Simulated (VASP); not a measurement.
# HfSi4 (P6/mmm) in VASP: further runs

The runs below take HfSi4 through single point, relaxation of cell and atoms, with PBE.

Everything below comes from runs of VASP 6.6.1. Logs are shortened: lines on timing, memory, paths and dates and some standing lists are left out, and cuts for length are marked.

### Step 1. The cell of the first run

The structure is hexagonal, space group P6/mmm (No. 191). Conventional cell: a = 5.190 Å, b = 5.190 Å, c = 5.147 Å, α = 90.00°, β = 90.00°, γ = 120.00°. Within 3.4 Å of Hf (site symmetry 6/mmm) lie 8 Si at 2.57 to 2.59 Å. Si (site symmetry mmm) has 2 Hf at 2.59 Å and 4 Si at 2.59 Å within 3.4 Å. Within 3.4 Å of Si (site symmetry 6/mmm) lie 2 Hf at 2.57 Å.

The cell was built from a structure type or drawn by symmetry, and may not be a known phase.

### Step 2. Single point, PBE

Input file INCAR:

```
SYSTEM = HfSi4
  PREC = Accurate
  ENCUT = 520
  EDIFF = 1E-6
  ISMEAR = 0
  SIGMA = 0.1
  LREAL = .FALSE.
  LASPH = .TRUE.
  NELM = 100
  ALGO = Normal
  ISIF = 2
  LWAVE = .FALSE.
  LCHARG = .FALSE.
  GGA = PE
  NBANDS = 21
```

Input file KPOINTS:

```
Automatic mesh
0
G
  6 6 4
  0 0 0
```

Input file POSCAR:

```
HfSi4
1.0
    5.1898842791      0.0000000000      0.0000000000
   -2.5949421395      4.4945716284      0.0000000000
    0.0000000000      0.0000000000      5.1466627891
Hf Si
1 4
Direct
    0.0000000000      0.0000000000      0.5000000000
    0.4999989349      0.0000000000      0.5000000000
    0.0000000000      0.4999989349      0.5000000000
    0.5000010651      0.5000010651      0.5000000000
    0.0000000000      0.0000000000      0.0000000000
```

Potentials or basis: VASP PAW PBE potentials, release 64 (Hf_pv, Si).

Command:

```sh
> cat potpaw_PBE.64/Hf_pv/POTCAR potpaw_PBE.64/Si/POTCAR > POTCAR
> mpirun -np 1 vasp_std > vasp.out
```

OUTCAR:

```text
SYSTEM = HfSi4
   PREC = Accurate
   ENCUT = 520
   EDIFF = 1E-6
   ISMEAR = 0
   LREAL = .FALSE.
   LASPH = .TRUE.
   NELM = 100
   ISIF = 2
   GGA = PE

 ion  position               nearest neighbor table
   1  0.000  0.000  0.500-   5 2.57   5 2.57   3 2.59   2 2.59   4 2.59   3 2.59   2 2.59   4 2.59

   2  0.500  0.000  0.500-   1 2.59   4 2.59   4 2.59   3 2.59   3 2.59   1 2.59
   3  0.000  0.500  0.500-   1 2.59   4 2.59   4 2.59   2 2.59   2 2.59   1 2.59
   4  0.500  0.500  0.500-   1 2.59   2 2.59   2 2.59   3 2.59   3 2.59   1 2.59
   5  0.000  0.000  0.000-   1 2.57   1 2.57

  LATTYP: Found a hexagonal cell.
 ALAT       =     5.1898842791
 C/A-ratio  =     0.9916719742

  Lattice vectors:

 A1 = (   5.1898842791,   0.0000000000,   0.0000000000)
 A2 = (  -2.5949421395,   4.4945716284,   0.0000000000)
 A3 = (   0.0000000000,   0.0000000000,   5.1466627891)

Analysis of symmetry for initial positions (statically):
=====================================================================
 Subroutine PRICEL returns:
 Original cell was already a primitive cell.

 Routine SETGRP: Setting up the symmetry group for a
 hexagonal supercell.

 Subroutine GETGRP returns: Found 24 space group operations
 (whereof 24 operations were pure point group operations)
 out of a pool of 24 trial point group operations.

The static configuration has the point symmetry D_6h.

Analysis of symmetry for dynamics (positions and initial velocities):
=====================================================================
 Subroutine PRICEL returns:
 Original cell was already a primitive cell.

 Routine SETGRP: Setting up the symmetry group for a
 hexagonal supercell.

 Subroutine GETGRP returns: Found 24 space group operations
 (whereof 24 operations were pure point group operations)
 out of a pool of 24 trial point group operations.

The dynamic configuration has the point symmetry D_6h.

 Subroutine INISYM returns: Found 24 space group operations
 (whereof 24 operations are pure point group operations),
 and found     1 'primitive' translations

----------------------------------------------------------------------------------------

                                     Primitive cell

  volume of cell :     120.0526

  direct lattice vectors                    reciprocal lattice vectors
     5.189884279  0.000000000  0.000000000     0.192682524  0.111245307  0.000000000
[... 88 lines left out ...]
   EDIFF  = 0.1E-05   stopping-criterion for ELM
   LREAL  =      F    real-space projection
   EDIFFG = 0.1E-04   stopping-criterion for IOM
   NSW    =      0    number of steps for IOM
   IBRION =     -1    ionic relax: 0-MD 1-quasi-New 2-CG
   NFREE  =      0    steps in history (QN), initial steepest desc. (CG)
   ISIF   =      2    stress and relaxation
   ISYM   =      2    0-nonsym 1-usesym 2-fastsym
   POTIM  = 0.5000    time-step for ionic-motion
   TEBEG  =    0.0;   TEEND  =   0.0 temperature during run
   PSTRESS=    0.0 pullay stress
   NELECT =      26.0000    total number of electrons
   NUPDOWN=      -1.0000    fix difference up-down
   EMIN   =  10.00;   EMAX   =-10.00  energy-range for DOS
   EFERMI =   0.00;   METHOD = LEGACY
   ISMEAR =     0;   SIGMA  =   0.10  broadening in eV -4-tet -1-fermi 0-gaus
   EFERMI_NEDOS =   21; number of points for ismear=-14 and -15
   IALGO  =     38    algorithm
   IMIX   =      4    mixing-type and parameters
     AMIX     =   0.40;   BMIX     =  1.00
     AMIX_MAG =   1.60;   BMIX_MAG =  1.00
  volume/ion in A,a.u.               =      24.01       162.03
  Fermi-wavevector in a.u.,A,eV,Ry     =   0.983125  1.857837 13.150502  0.966535
  Thomas-Fermi vector in A             =   2.114259
   LORBIT       =      0    0 simple, 1 ext, 2 COOP (PROOUT), +10 PAW based schemes
   GGA     = PE    functional components
   LHFCALC =     F    Hartree Fock is set to
   AEXX    =    0.0000 exact exchange contribution
   IVDW    =     0    specifies the selected vdW correction
   LEPSILON=     F    determine dielectric tensor
   LRPA    =     F    only Hartree local field effects (RPA)
 non-spin polarized calculation
 Gauss-broadening in eV      SIGMA  =   0.10
  energy-cutoff  :      520.00
  volume of cell :      120.05
 maximum number of plane-waves:      3261
 NGX is ok and might be reduce to    40
   NGX = 19   NGY = 19   NGZ = 19

 number of electron      25.9999999 magnetization

 Free energy of the ion-electron system (eV)
  ---------------------------------------------------
  ext. energy  EPLUGINS =         0.00000000
  ---------------------------------------------------
  free energy    TOTEN  =       -29.25667299 eV

  energy without entropy =      -29.23062200  energy(sigma->0) =      -29.24364749

 E-fermi :   4.3713     XC(G=0):  -8.9902

 val. band max:        4.3675525573   @ k =   0.5000   0.0000   0.2500
 cond. band min:       4.3838946207   @ k =   0.3333   0.1667   0.0000
 fundamental gap:      0.0163420635
 Fermi energy:         4.3712531044

 k-point     1 :       0.0000    0.0000    0.0000
  band No.  band energies     occupation
      1     -25.7591      2.00000
      2     -25.7591      2.00000
      3     -25.5601      2.00000
      4      -7.2723      2.00000
      5      -2.8413      2.00000
      6      -1.5777      2.00000
[... 493 lines left out ...]
     20       8.1757      0.00000
     21       8.1757      0.00000

------------------------ aborting loop because EDIFF is reached ----------------------------------------

  FORCE on cell =-STRESS in cart. coord.  units (eV):
  Direction    XX          YY          ZZ          XY          YZ          ZX
  --------------------------------------------------------------------------------------
  -------------------------------------------------------------------------------------
  Total        0.2128739      0.2128739      0.2255272      0.0000000     -0.0000000      0.0000000
  in kB        2.8409354      2.8409354      3.0098016      0.0000000     -0.0000000      0.0000000
  external PRESSURE =       2.8972242 kB  Pullay stress =       0.0000000 kB

 VOLUME and BASIS-vectors are now :
 -----------------------------------------------------------------------------
  energy-cutoff  :      520.00
  volume of cell :      120.05
      direct lattice vectors                 reciprocal lattice vectors
     5.189884279  0.000000000  0.000000000     0.192682524  0.111245307  0.000000000
    -2.594942140  4.494571628  0.000000000     0.000000000  0.222490614  0.000000000
     0.000000000  0.000000000  5.146662789     0.000000000  0.000000000  0.194300665

 POSITION                                       TOTAL-FORCE (eV/Angst)
 -----------------------------------------------------------------------------------
      0.00000      0.00000      2.57333         0.000000      0.000000      0.000000
      2.59494      0.00000      2.57333        -0.000000      0.000000      0.000000
     -1.29747      2.24728      2.57333         0.000000      0.000000      0.000000
      1.29747      2.24729      2.57333         0.000000      0.000000      0.000000
      0.00000      0.00000      0.00000         0.000000      0.000000      0.000000
 -----------------------------------------------------------------------------------
    total drift:                                0.000000      0.000000     -0.000000

  FREE ENERGIE OF THE ION-ELECTRON SYSTEM (eV)
  ---------------------------------------------------
  free  energy   TOTEN  =       -29.2566729866 eV

  energy  without entropy=      -29.2306220002  energy(sigma->0) =      -29.24364749
```

stdout:

```text
POSCAR found type information on POSCAR HfSi
 POSCAR found :  2 types and       5 ions
 scaLAPACK will be used
 LDA part: xc-table for (Slater+PW92), standard interpolation
 POSCAR, INCAR and KPOINTS ok, starting setup
 FFT: planning ... GRIDC
 FFT: planning ... GRID_SOFT
 FFT: planning ... GRID
 WAVECAR not read
 entering main loop
```

It took 85 s on 1 thread of Intel Xeon 8259CL, shared host; peak memory 0.26 GiB.

Results:

* Free energy: -29.2567 eV
* Pressure: 0.3 GPa
* Band gap on the k mesh: zero (bands 13 and 14 overlap by 1.73 eV)

Caveat: spin-orbit coupling is left out, which moves the levels of the heavy elements.

### Step 3. Single point, PBE

This run uses another cell than the first one, of 23.88 Å³/atom.

Input file INCAR:

```
SYSTEM = HfSi4
ALGO = Normal
EDIFF = 1E-6
ENCUT = 520
GGA = PE
ISIF = 2
ISMEAR = 0
LASPH = .True.
LCHARG = .False.
LREAL = .False.
LWAVE = .False.
NBANDS = 21
NELM = 80
PREC = Accurate
SIGMA = 0.1
```

Input file KPOINTS:

```
k-points
0
Gamma
  12 12 8
  0 0 0
```

Input file POSCAR:

```
HfSi4
1.0
    5.1827470688      0.0000000000      0.0000000000
   -2.5913735344      4.4883906230      0.0000000000
    0.0000000000      0.0000000000      5.1327629517
Hf Si
1 4
Direct
    0.0000000000      0.0000000000      0.5000000000
    0.5000000000      0.0000000000      0.5000000000
    0.0000000000      0.5000000000      0.5000000000
    0.5000000000      0.5000000000      0.5000000000
    0.0000000000      0.0000000000      0.0000000000
```

Potentials or basis: VASP PAW PBE potentials, release 64 (Hf_pv, Si).

Command:

```sh
> cat potpaw_PBE.64/Hf_pv/POTCAR potpaw_PBE.64/Si/POTCAR > POTCAR
> mpirun -np 1 vasp_std > vasp.out
```

Run time: 4.8 min. Hardware: 1 thread of Intel Xeon 8259CL, shared host; peak memory 0.39 GiB.

The run converged. Its results:

- Free energy: -29.3230 eV
- Pressure: 0.3 GPa
- Band gap on the k mesh: zero (bands 13 and 14 overlap by 1.95 eV)

Levels at points of the mesh, in eV from the Fermi level:
```csv
k point,band 10,band 11,band 12,band 13,band 14,band 15,band 16,band 17
"(0.00, 0.00, 0.00)",-2.97,-2.97,0.35,0.35,1.29,1.29,1.72,1.77
"(0.50, 0.00, 0.00)",-2.47,-1.56,-0.54,-0.51,0.48,0.97,1.26,1.34
"(0.00, 0.00, 0.50)",-2.66,-2.66,-1.96,-1.41,-1.41,1.39,1.39,2.00
"(0.50, 0.00, 0.50)",-2.44,-2.24,-2.05,-0.71,1.01,1.05,1.77,2.33
```

Caveat: spin-orbit coupling is left out, which moves the levels of the heavy elements.

### Step 4. Relaxation of cell and atoms, PBE

Input file INCAR:

```
PREC = Accurate
ENCUT = 600
EDIFF = 1E-7
ISMEAR = 0
SIGMA = 0.1
LREAL = F
LASPH = T
NELM = 100
ALGO = Normal
ISIF = 3
LWAVE = F
LCHARG = F
GGA = PE
IBRION = 2
NSW = 100
EDIFFG = -0.01
```

Input file KPOINTS:

```
Automatic mesh
0
Gamma
  12 12 8
```

POSCAR: that of step 3 with these lines changed.

```diff
@@ -2,5 +2,5 @@
 1.0
-    5.1827470688      0.0000000000      0.0000000000
-   -2.5913735344      4.4883906230      0.0000000000
-    0.0000000000      0.0000000000      5.1327629517
+    5.1898842791      0.0000000000      0.0000000000
+   -2.5949421395      4.4945716284      0.0000000000
+    0.0000000000      0.0000000000      5.1466627891
 Hf Si
```

Command:

```sh
> cat potpaw_PBE.64/Hf_pv/POTCAR potpaw_PBE.64/Si/POTCAR > POTCAR
> mpirun -np 1 vasp_std > vasp.out
```

It took 7.3 min on 1 thread of Intel Xeon 8259CL, shared host; peak memory 0.43 GiB.

Results (log left out):

| Item | Value |
| --- | --- |
| Free energy | -29.3240 eV |
| Relaxed volume | 23.99 Å³/atom |
| Relaxed cell | a = 5.191 Å, b = 5.191 Å, c = 5.141 Å, α = 90.00°, β = 90.00°, γ = 120.00° |
| Space group after relaxing (to 0.1 Å) | P6/mmm (No. 191) |
| Energy gained by relaxing | 0.0 meV/atom |
| Ionic steps | 2 |
| Pressure after relaxing | 0.0 GPa |
| Band gap on the k mesh | zero (bands 13 and 14 overlap by 1.92 eV) |

Final structure:
```yaml
crystal:
  lattice:
    - [5.19076, 0.00000, 0.00000]
    - [-2.59538, 4.49533, 0.00000]
    - [0.00000, 0.00000, 5.14146]
  atoms:
    - { symbol: Hf, position: [0.00000, 0.00000, 0.50000] }
    - { symbol: Si, position: [0.50000, 0.00000, 0.50000] }
    - { symbol: Si, position: [0.00000, 0.50000, 0.50000] }
    - { symbol: Si, position: [0.50000, 0.50000, 0.50000] }
    - { symbol: Si, position: [0.00000, 0.00000, 0.00000] }
```

Levels at points of the mesh, in eV from the Fermi level:
```tsv
k point	band 10	band 11	band 12	band 13	band 14	band 15	band 16	band 17
(0.00, 0.00, 0.00)	-2.96	-2.96	0.36	0.36	1.28	1.28	1.71	1.76
(0.50, 0.00, 0.00)	-2.46	-1.56	-0.53	-0.50	0.47	0.96	1.26	1.34
(0.00, 0.00, 0.50)	-2.66	-2.66	-1.95	-1.39	-1.39	1.39	1.39	1.99
(0.50, 0.00, 0.50)	-2.42	-2.24	-2.03	-0.71	1.00	1.05	1.75	2.32
```

Caveat: spin-orbit coupling is left out, which moves the levels of the heavy elements.

### Step 5. Overview

```tsv
task	cell	k mesh	cutoff (eV)	gap on the mesh (eV)	pressure (GPa)
single point	a = 5.190, b = 5.190, c = 5.147 Å, angles 90.0, 90.0, 120.0°, 5 atoms	6 × 6 × 4	520	none	0.3
single point	a = 5.183, b = 5.183, c = 5.133 Å, angles 90.0, 90.0, 120.0°, 5 atoms	12 × 12 × 8	520	none	0.3
relaxation of cell and atoms	relaxed from a = 5.190, b = 5.190, c = 5.147 Å, angles 90.0, 90.0, 120.0°, 5 atoms	12 × 12 × 8	600	none	0.0
```

Alike in all rows: level PBE; potentials or basis VASP PAW PBE potentials, release 64 (Hf_pv, Si); no spin polarisation; smearing gaussian 0.1 eV.

Caveats: spin-orbit coupling is left out, which moves the levels of the heavy elements.

Total energies depend on the potentials used, so only differences within one code and one set of settings carry meaning.
